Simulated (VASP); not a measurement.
**AlAs (m.eA): single point with PBE**

AlAs (m.eA):

```
Al As
1.0
     4.05010    0.00000    0.00000
     0.00000    5.72771    0.00000
     0.00000    0.00000    4.05010
Al As
2 2
Direct
  0.00000 0.00000 0.00000
  0.50000 0.50000 0.50000
  0.50000 0.25000 0.00000
  0.00000 0.75000 0.50000
```

* Program: VASP 6.6.1
* Task: single point
* Functional: PBE
* Potentials or basis: VASP PAW PBE potentials, release 64 (Al, As)
* Cutoff: 500 eV
* k mesh: 8 × 6 × 8
* Occupations: gaussian, width 0.02 eV
* Spin: no spin polarisation
* Dipole correction: no
* Further INCAR settings: ALGO = Normal; EDIFF = 1e-06; NBANDS = 16

The pressure is 0.2 GPa and the band gap on the k mesh is 1.50 eV.

Levels at points of the mesh, in eV from the valence-band top:
| k point | band 6 | band 7 | band 8 | band 9 | band 10 | band 11 |
| --- | --- | --- | --- | --- | --- | --- |
| (0.00, 0.00, 0.00) | 0.00 | 0.00 | 0.00 | 1.50 | 1.78 | 2.29 |
| (0.50, 0.00, 0.00) | -2.76 | -0.87 | -0.87 | 3.33 | 3.33 | 5.64 |
| (0.00, 0.50, 0.00) | -1.29 | -1.29 | -1.29 | 2.58 | 2.58 | 3.69 |
| (0.50, 0.50, 0.00) | -0.80 | -0.80 | -0.80 | 2.01 | 2.01 | 4.65 |
| (0.50, 0.00, 0.50) | -2.10 | -2.10 | -2.10 | 1.50 | 1.50 | 2.29 |
| (0.50, 0.50, 0.50) | -3.05 | -2.71 | -2.71 | 4.31 | 4.31 | 5.46 |

Wall time 65 s on 1 thread of AMD EPYC 7R43 64-Core Processor (Zen 3) (shared host), peak memory 0.2 GiB.

A k mesh can miss the band edges. As with any semilocal functional, this PBE gap is likely too small.
